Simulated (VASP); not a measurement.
A run of VASP 6.6.1 is set up as follows.

INCAR

```
SYSTEM = SiC
  ALGO = Normal
  EDIFF = 1E-6
  ENCUT = 520
  GGA = RE
  ISIF = 2
  ISMEAR = -1
  LASPH = .True.
  LCHARG = .False.
  LREAL = .False.
  LWAVE = .False.
  NBANDS = 16
  NELM = 60
  PREC = Accurate
  SIGMA = 0.05
```

Contents of KPOINTS:

```
k-points
0
Gamma
  10 10 5
  0 0 0
```

Contents of POSCAR:

```
SiC
1.0
    3.1036190428      0.0000000000      0.0000000000
   -1.5518095214      2.6878129347      0.0000000000
    0.0000000000      0.0000000000      5.0930782322
Si C
2 2
Direct
    0.6666666667      0.3333333333      0.5045693438
    0.3333333333      0.6666666667      0.0045693438
    0.6666666667      0.3333333333      0.8804306562
    0.3333333333      0.6666666667      0.3804306562
```

Potentials or basis: VASP PAW PBE potentials, release 64 (Si, C).

Launch:

```bash
$ cat potpaw_PBE.64/Si/POTCAR potpaw_PBE.64/C/POTCAR > POTCAR
$ mpirun -np 1 vasp_std > vasp.out
```

Question: Estimate the band gap on the k mesh.

Answer: 2.50 eV (least direct gap 3.94 eV).

Question: What does it give for the pressure?

Answer: -0.4 GPa.

Caveat: the PAW data sets were made with another functional, which shifts forces and pressure a little. A k mesh can miss the band edges.
